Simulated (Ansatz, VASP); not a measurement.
# Two plane-wave programs on V

Contents of INCAR:

```
SYSTEM = V
PREC = Accurate
ENCUT = 600
EDIFF = 1E-6
ISMEAR = 0
SIGMA = 0.1
LREAL = .FALSE.
LASPH = .TRUE.
NELM = 60
ALGO = Fast
ISIF = 3
LWAVE = .FALSE.
LCHARG = .FALSE.
GGA = PS
IBRION = 2
NSW = 100
EDIFFG = -0.005
```

The input KPOINTS:

```
Automatic mesh
0
G
  18 18 18
  0 0 0
```

The input POSCAR:

```
V
1.0
    0.0000000000      1.8963810953      1.8963810953
    1.8963810953      0.0000000000      1.8963810953
    1.8963810953      1.8963810953      0.0000000000
V
1
Direct
    0.0000000000      0.0000000000      0.0000000000
```

Input for Ansatz:

```yaml
crystal:
  lattice:
    - [0.0, 1.8963810953, 1.8963810953]
    - [1.8963810953, 0.0, 1.8963810953]
    - [1.8963810953, 1.8963810953, 0.0]
  atoms:
    - { symbol: V, position: [0.0, 0.0, 0.0] }
basis:
  ecutwfc: 420
kpoints:
  mp_grid: { grid: [18, 18, 18] }
hamiltonian:
  xc: pbesol
scf:
  occupations: { method: gaussian, width: 0.1 }
output:
  forces: true
  stress: true
  eigenvalues: true
relax:
  adjacent_minimum: "off"
  f_tol: 0.005
  max_steps: 80
  cell: { stress_tol: 0.05 }
```

Alike in both runs: task relaxation of cell and atoms; functional PBEsol; k mesh 18 × 18 × 18; occupations gaussian, width 0.1 eV; no spin polarisation.

|  | VASP | Ansatz |
| --- | --- | --- |
| version | VASP 6.6.1 | Ansatz 0.2.0 |
| potentials or method | VASP PAW PBE potentials, release 64 (V_sv), cutoff 600 eV | scalar-relativistic, plane waves, PAW |
| valence electrons in the cell | 13 | 13 |

```tsv
	VASP	Ansatz	Ansatz less VASP
gap on the k mesh at the Fermi level, each at its own relaxed structure (eV)	none	none	-
relaxed volume (Å³/atom)	13.39	13.39	-0.002
relaxed cell length with the largest relative difference (Å)	2.665	2.665	-0.0001
```

VASP's potentials were made for PBE, not for PBEsol. A gap of «none» marks a metal or a gap that the smearing closes.
